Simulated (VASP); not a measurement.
# Ca (Fm-3m) in VASP: notebook

Runs on Ca. Level: LDA. Tasks: single point, relaxation of cell and atoms.

Everything below comes from runs of VASP 6.6.1. Logs are shortened: lines on timing, memory, paths and dates and some standing lists are left out, and cuts for length are marked.

**1. The cell of the first run**

It takes space group Fm-3m (No. 225, cubic). Conventional cell: a = 5.329 Å, b = 5.329 Å, c = 5.329 Å, α = 90.00°, β = 90.00°, γ = 90.00°. Within 4.9 Å of Ca (site symmetry m-3m) lie 12 Ca at 3.77 Å.

**2. Single point, LDA**

Input file INCAR:

```
PREC = Accurate ; ENCUT = 520
EDIFF = 1E-6 ; ISMEAR = -1
SIGMA = 0.02 ; LREAL = False
LASPH = True ; NELM = 60
ALGO = Normal ; ISIF = 2
LWAVE = False ; LCHARG = True
GGA = CA ; LELF = True
LVHAR = True ; NBANDS = 11
```

Input file KPOINTS:

```
regular mesh
0
Gamma
  8 8 8
```

Input file POSCAR:

```
Ca
1.0
    0.0000000000      2.6645234208      2.6645234208
    2.6645234208      0.0000000000      2.6645234208
    2.6645234208      2.6645234208      0.0000000000
Ca
1
Direct
    0.0000000000      0.0000000000      0.0000000000
```

Potentials or basis: VASP PAW LDA potentials, release 64 (Ca_sv).

The run is started by

```
$ cat potpaw_LDA.64/Ca_sv/POTCAR > POTCAR
$ mpirun -np 1 vasp_std > vasp.out
```

OUTCAR:

```text
PREC = Accurate
   ENCUT = 520
   EDIFF = 1E-6
   ISMEAR = -1
   LREAL = False
   LASPH = True
   NELM = 60
   ISIF = 2
   GGA = CA

 ion  position               nearest neighbor table
   1  0.000  0.000  0.000-

  LATTYP: Found a face centered cubic cell.
 ALAT       =     5.3290468416

  Lattice vectors:

 A1 = (   0.0000000000,   2.6645234208,   2.6645234208)
 A2 = (   2.6645234208,   0.0000000000,   2.6645234208)
 A3 = (   2.6645234208,   2.6645234208,   0.0000000000)

Analysis of symmetry for initial positions (statically):
=====================================================================
 Subroutine PRICEL returns:
 Original cell was already a primitive cell.

 Routine SETGRP: Setting up the symmetry group for a
 face centered cubic supercell.

 Subroutine GETGRP returns: Found 48 space group operations
 (whereof 48 operations were pure point group operations)
 out of a pool of 48 trial point group operations.

The static configuration has the point symmetry O_h .

Analysis of symmetry for dynamics (positions and initial velocities):
=====================================================================
 Subroutine PRICEL returns:
 Original cell was already a primitive cell.

 Routine SETGRP: Setting up the symmetry group for a
 face centered cubic supercell.

 Subroutine GETGRP returns: Found 48 space group operations
 (whereof 48 operations were pure point group operations)
 out of a pool of 48 trial point group operations.

The dynamic configuration has the point symmetry O_h .

 Subroutine INISYM returns: Found 48 space group operations
 (whereof 48 operations are pure point group operations),
 and found     1 'primitive' translations

----------------------------------------------------------------------------------------

                                     Primitive cell

  volume of cell :      37.8346

  direct lattice vectors                    reciprocal lattice vectors
     0.000000000  2.664523421  2.664523421    -0.187650818  0.187650818  0.187650818
     2.664523421  0.000000000  2.664523421     0.187650818 -0.187650818  0.187650818
     2.664523421  2.664523421  0.000000000     0.187650818  0.187650818 -0.187650818

  length of vectors
     3.768205159  3.768205159  3.768205159     0.325020751  0.325020751  0.325020751

  position of ions in fractional coordinates (direct lattice)
     0.000000000  0.000000000  0.000000000

  ion indices of the primitive-cell ions
   primitive index   ion index
                 1           1

----------------------------------------------------------------------------------------

 KPOINTS: regular mesh

Automatic generation of k-mesh.
 Grid dimensions read from file:
 generate k-points for:    8    8    8

 Generating k-lattice:

  Cartesian coordinates                     Fractional coordinates (reciprocal lattice)
    -0.023456352  0.023456352  0.023456352     0.125000000  0.000000000  0.000000000
     0.023456352 -0.023456352  0.023456352     0.000000000  0.125000000  0.000000000
     0.023456352  0.023456352 -0.023456352     0.000000000  0.000000000  0.125000000

  Length of vectors
     0.040627594  0.040627594  0.040627594

  Shift w.r.t. Gamma in fractional coordinates (k-lattice)
     0.000000000  0.000000000  0.000000000

 Subroutine IBZKPT returns following result:
 ===========================================

 Found     29 irreducible k-points:

 Following reciprocal coordinates:
            Coordinates               Weight
  0.000000  0.000000  0.000000      1.000000
  0.125000  0.000000  0.000000      8.000000
  0.250000  0.000000  0.000000      8.000000
  0.375000  0.000000  0.000000      8.000000
  0.500000  0.000000  0.000000      4.000000
  0.125000  0.125000  0.000000      6.000000
[... 16 lines left out ...]
  0.500000  0.250000  0.125000     48.000000
 -0.375000  0.250000  0.125000     24.000000
 [... further k-points ...]
   k-points           NKPTS =     29   k-points in BZ     NKDIM =     29   number of bands    NBANDS=     11
   number of dos      NEDOS =    301   number of ions     NIONS =      1
   total plane-waves  NPLWV =  21952
   dimension x,y,z NGX =    28 NGY =   28 NGZ =   28
   dimension x,y,z NGXF=    56 NGYF=   56 NGZF=   56
   ions per type =               1
   NGX,Y,Z   is equivalent  to a cutoff of  12.35, 12.35, 12.35 a.u.
   NGXF,Y,Z  is equivalent  to a cutoff of  24.71, 24.71, 24.71 a.u.
 SYSTEM =  unknown system
   PREC   = accura    normal or accurate (medium, high low for compatibility)
   ISTART =      0    job   : 0-new  1-cont  2-samecut
   ICHARG =      2    charge: 1-file 2-atom 10-const
   ISPIN  =      1    spin polarized calculation?
   LNONCOLLINEAR =      F non collinear calculations
   LSORBIT =      F    spin-orbit coupling
   LASPH  =      T    aspherical Exc in radial PAW
   ENCUT  =  520.0 eV  38.22 Ry    6.18 a.u.   7.01  7.01  7.01*2*pi/ulx,y,z
   NELM   =     60;   NELMIN=  2; NELMDL= -5     # of ELM steps
   EDIFF  = 0.1E-05   stopping-criterion for ELM
   LREAL  =      F    real-space projection
   EDIFFG = 0.1E-04   stopping-criterion for IOM
   NSW    =      0    number of steps for IOM
   IBRION =     -1    ionic relax: 0-MD 1-quasi-New 2-CG
   NFREE  =      0    steps in history (QN), initial steepest desc. (CG)
   ISIF   =      2    stress and relaxation
   ISYM   =      2    0-nonsym 1-usesym 2-fastsym
   POTIM  = 0.5000    time-step for ionic-motion
   TEBEG  =    0.0;   TEEND  =   0.0 temperature during run
   PSTRESS=    0.0 pullay stress
   NELECT =      10.0000    total number of electrons
   NUPDOWN=      -1.0000    fix difference up-down
   EMIN   =  10.00;   EMAX   =-10.00  energy-range for DOS
   EFERMI =   0.00;   METHOD = LEGACY
   ISMEAR =    -1;   SIGMA  =   0.02  broadening in eV -4-tet -1-fermi 0-gaus
   EFERMI_NEDOS =   21; number of points for ismear=-14 and -15
   IALGO  =     38    algorithm
   IMIX   =      4    mixing-type and parameters
     AMIX     =   0.40;   BMIX     =  1.00
     AMIX_MAG =   1.60;   BMIX_MAG =  1.00
  volume/ion in A,a.u.               =      37.83       255.32
  Fermi-wavevector in a.u.,A,eV,Ry     =   1.050619  1.985382 15.018117  1.103800
  Thomas-Fermi vector in A             =   2.185629
   LORBIT       =      0    0 simple, 1 ext, 2 COOP (PROOUT), +10 PAW based schemes
   GGA     = CA    functional components
   LHFCALC =     F    Hartree Fock is set to
   AEXX    =    0.0000 exact exchange contribution
   IVDW    =     0    specifies the selected vdW correction
   LEPSILON=     F    determine dielectric tensor
   LRPA    =     F    only Hartree local field effects (RPA)
 non-spin polarized calculation
  energy-cutoff  :      520.00
  volume of cell :       37.83
 maximum number of plane-waves:      1036
   NGX = 13   NGY = 13   NGZ = 13

 number of electron      10.0000003 magnetization

 Free energy of the ion-electron system (eV)
  ---------------------------------------------------
  ext. energy  EPLUGINS =         0.00000000
  ---------------------------------------------------
  free energy    TOTEN  =        -2.20815182 eV

  energy without entropy =       -2.20619792  energy(sigma->0) =       -2.20717487

 E-fermi :   2.2041     XC(G=0):  -8.3229

 val. band max:        2.1810736791   @ k =  -0.3750   0.3750   0.0000
 cond. band min:       2.2173345023   @ k =  -0.3750   0.2500   0.1250
 fundamental gap:      0.0362608232
 Fermi energy:         2.2040554221

 k-point     1 :       0.0000    0.0000    0.0000
  band No.  band energies     occupation
      1     -39.0752      2.00000
      2     -20.2649      2.00000
      3     -20.2649      2.00000
      4     -20.2649      2.00000
      5      -1.9798      2.00000
      6       4.5902      0.00000
      7       4.5902      0.00000
      8       4.5902      0.00000
      9       5.8054      0.00000
     10       5.8054      0.00000
     11      11.9158      0.00000

 k-point     2 :       0.1250    0.0000    0.0000
  band No.  band energies     occupation
      1     -39.0717      2.00000
      2     -20.2971      2.00000
      3     -20.2692      2.00000
      4     -20.2692      2.00000
      5      -1.6873      2.00000
      6       4.2955      0.00000
      7       4.6936      0.00000
      8       4.6936      0.00000
      9       5.7230      0.00000
     10       5.7230      0.00000
     11      12.1892      0.00000

 k-point     3 :       0.2500    0.0000    0.0000
  band No.  band energies     occupation
      1     -39.0631      2.00000
      2     -20.3737      2.00000
      3     -20.2794      2.00000
      4     -20.2794      2.00000
      5      -0.8666      2.00000
      6       3.6336      0.00000
      7       4.7455      0.00000
      8       4.7455      0.00000
      9       5.8174      0.00000
     10       5.8174      0.00000
     11      10.3437      0.00000

 k-point     4 :       0.3750    0.0000    0.0000
  band No.  band energies     occupation
      1     -39.0545      2.00000
      2     -20.4489      2.00000
      3     -20.2897      2.00000
      4     -20.2897      2.00000
      5       0.2890      2.00000
      6       2.8575      0.00000
      7       4.5643      0.00000
      8       4.5643      0.00000
      9       6.3042      0.00000
     10       6.3042      0.00000
     11       8.6609      0.00000
[... 239 lines left out ...]
 k-point    22 :       0.3750    0.2500    0.1250
  band No.  band energies     occupation
      1     -39.0567      2.00000
      2     -20.3923      2.00000
      3     -20.3186      2.00000
      4     -20.2927      2.00000
      5      -0.1846      2.00000
      6       3.3807      0.00000
      7       4.2129      0.00000
      8       5.2387      0.00000
      9       5.3749      0.00000
     10       6.4252      0.00000
     11      10.3869      0.00000

 k-point    23 :       0.5000    0.2500    0.1250
  band No.  band energies     occupation
      1     -39.0498      2.00000
      2     -20.4326      2.00000
      3     -20.3422      2.00000
      4     -20.3050      2.00000
      5       0.9066      2.00000
      6       2.9112      0.00000
      7       3.7664      0.00000
      8       5.0610      0.00000
      9       6.0174      0.00000
     10       6.8774      0.00000
     11       8.6454      0.00000

 k-point    24 :      -0.3750    0.2500    0.1250
  band No.  band energies     occupation
      1     -39.0469      2.00000
      2     -20.4499      2.00000
      3     -20.3497      2.00000
      4     -20.3117      2.00000
      5       1.8705      2.00000
      6       2.2173      0.67970
      7       3.7124      0.00000
      8       4.9532      0.00000
      9       6.4149      0.00000
     10       7.0908      0.00000
     11       7.6794      0.00000

 [... further k-points ...]
[... 5 lines left out ...]
  --------------------------------------------------------------------------------------
  -------------------------------------------------------------------------------------
  Total       -0.0065755     -0.0065755     -0.0065755     -0.0000000      0.0000000      0.0000000
  in kB       -0.2784539     -0.2784539     -0.2784539     -0.0000000      0.0000000      0.0000000
  external PRESSURE =      -0.2784539 kB  Pullay stress =       0.0000000 kB

 VOLUME and BASIS-vectors are now :
 -----------------------------------------------------------------------------
  energy-cutoff  :      520.00
  volume of cell :       37.83
      direct lattice vectors                 reciprocal lattice vectors
     0.000000000  2.664523421  2.664523421    -0.187650818  0.187650818  0.187650818
     2.664523421  0.000000000  2.664523421     0.187650818 -0.187650818  0.187650818
     2.664523421  2.664523421  0.000000000     0.187650818  0.187650818 -0.187650818

 POSITION                                       TOTAL-FORCE (eV/Angst)
 -----------------------------------------------------------------------------------
      0.00000      0.00000      0.00000        -0.000000     -0.000000      0.000000
 -----------------------------------------------------------------------------------
    total drift:                               -0.000000     -0.000000     -0.000000

  FREE ENERGIE OF THE ION-ELECTRON SYSTEM (eV)
  ---------------------------------------------------
  free  energy   TOTEN  =        -2.2081518240 eV

  energy  without entropy=       -2.2061979173  energy(sigma->0) =       -2.20717487
```

Run time: 5.2 s. Hardware: 1 thread of AMD EPYC 9R45 (Zen 5), shared host; peak memory 0.11 GiB.

Results:

```yaml
Free_energy: -2.2082 eV
Pressure: 0.0 GPa
Band_gap_on_the_k_mesh: zero (bands 5 and 6 overlap by 0.13 eV)
```

Levels at points of the mesh, in eV from the Fermi level:
| k point | band 1 | band 2 | band 3 | band 4 | band 5 | band 6 | band 7 | band 8 | band 9 | band 10 |
| --- | --- | --- | --- | --- | --- | --- | --- | --- | --- | --- |
| (0.00, 0.00, 0.00) | -41.28 | -22.47 | -22.47 | -22.47 | -4.18 | 2.39 | 2.39 | 2.39 | 3.60 | 3.60 |
| (0.50, 0.00, 0.00) | -41.25 | -22.68 | -22.50 | -22.50 | -1.06 | 0.03 | 2.26 | 2.26 | 4.39 | 4.39 |
| (0.50, 0.50, 0.00) | -41.25 | -22.67 | -22.55 | -22.55 | -0.58 | 0.45 | 1.25 | 4.38 | 4.60 | 4.60 |

**3. Relaxation of cell and atoms, LDA**

This run uses another cell than the first one, of 43.63 Å³/atom.

Input file INCAR:

```
SYSTEM = Ca
  PREC = Accurate
  ENCUT = 600
  EDIFF = 1E-6
  ISMEAR = -1
  SIGMA = 0.02
  LREAL = .FALSE.
  LASPH = .TRUE.
  NELM = 100
  ALGO = Normal
  ISIF = 3
  LWAVE = .FALSE.
  LCHARG = .FALSE.
  GGA = CA
  IBRION = 2
  NSW = 60
  EDIFFG = -0.02
```

Input file KPOINTS:

```
regular mesh
0
G
  8 8 8
  0 0 0
```

Input file POSCAR:

```
Ca
1.0
    0.0000000000      2.7942000000      2.7942000000
    2.7942000000      0.0000000000      2.7942000000
    2.7942000000      2.7942000000      0.0000000000
Ca
1
Direct
    0.0000000000      0.0000000000      0.0000000000
```

Potentials or basis: VASP PAW LDA potentials, release 64 (Ca_sv).

The run is started by

```
$ cat potpaw_LDA.64/Ca_sv/POTCAR > POTCAR
$ mpirun -np 1 vasp_std > vasp.out
```

Wall time 18 s (1 thread of AMD EPYC 9R45 (Zen 5), shared host); peak memory 0.14 GiB.

It converged, with:

```
Free energy                           : -2.2086 eV
Relaxed volume                        : 37.85 Å³/atom
Relaxed cell                          : a = 3.769 Å, b = 3.769 Å, c = 3.769 Å, α = 60.00°, β = 60.00°, γ = 60.00°
Space group after relaxing (to 0.1 Å) : Fm-3m (No. 225)
Energy gained by relaxing             : 41.8 meV/atom
Ionic steps                           : 4
Pressure after relaxing               : 0.0 GPa
Band gap on the k mesh                : zero (bands 5 and 6 overlap by 0.13 eV)
```

Step by step:
```
step  energy change (eV)  largest force (eV/Å)  pressure (GPa)  volume (Å³)
   1              0.0000                0.0000           -2.16        43.63
   2             -0.0353                0.0000           -0.93        40.03
   3             -0.0417                0.0000           -0.09        38.04
   4             -0.0418                0.0000            0.01        37.85
```

Final structure:
```
Ca
1.0
     0.00000    2.66490    2.66490
     2.66490    0.00000    2.66490
     2.66490    2.66490    0.00000
Ca
1
Direct
  0.00000 0.00000 0.00000
```

Levels at points of the mesh, in eV from the Fermi level:
```
           k point  band 3  band 4  band 5  band 6  band 7  band 8
(0.00, 0.00, 0.00)  -22.47  -22.47   -4.18    2.39    2.39    2.39
(0.50, 0.00, 0.00)  -22.50  -22.50   -1.06    0.03    2.26    2.26
(0.50, 0.50, 0.00)  -22.55  -22.55   -0.58    0.45    1.25    4.38
```

LDA usually gives volumes a few per cent too small. Zero-point motion and thermal expansion aren't in these numbers.
